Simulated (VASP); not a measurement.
Here is a VASP 6.6.1 calculation.

Contents of INCAR:

```
PREC = Accurate
ENCUT = 520
EDIFF = 1E-7
ISMEAR = 0
SIGMA = 0.15
LREAL = F
LASPH = T
NELM = 100
ALGO = Fast
ISIF = 2
LWAVE = F
LCHARG = F
GGA = PE
NBANDS = 12
```

The input KPOINTS:

```
regular mesh
0
Gamma
  24 24 24
```

The input POSCAR:

```
Cu
1.0
    0.0000000000      1.7681908339      1.9101765579
    1.7681908339      0.0000000000      1.9101765579
    1.7681908339      1.7681908339      0.0000000000
Cu
1
Direct
    0.0000000000      0.0000000000      0.0000000000
```

Potentials or basis: VASP PAW PBE potentials, release 64 (Cu).

Launch:

```console
$ cat potpaw_PBE.64/Cu/POTCAR > POTCAR
$ mpirun -np 1 vasp_std > vasp.out
```

Predict the band gap on the k mesh.

zero (an odd number of electrons rules out a gap without spin polarisation).

Predict the pressure.

1.0 GPa.

Stress tensor (GPa, compression positive):
```
 2.92  0.00  0.00
 0.00  2.92  0.00
 0.00  0.00 -2.87
```

Caveat: the stress differs along the axes, from -3 to 3 GPa.
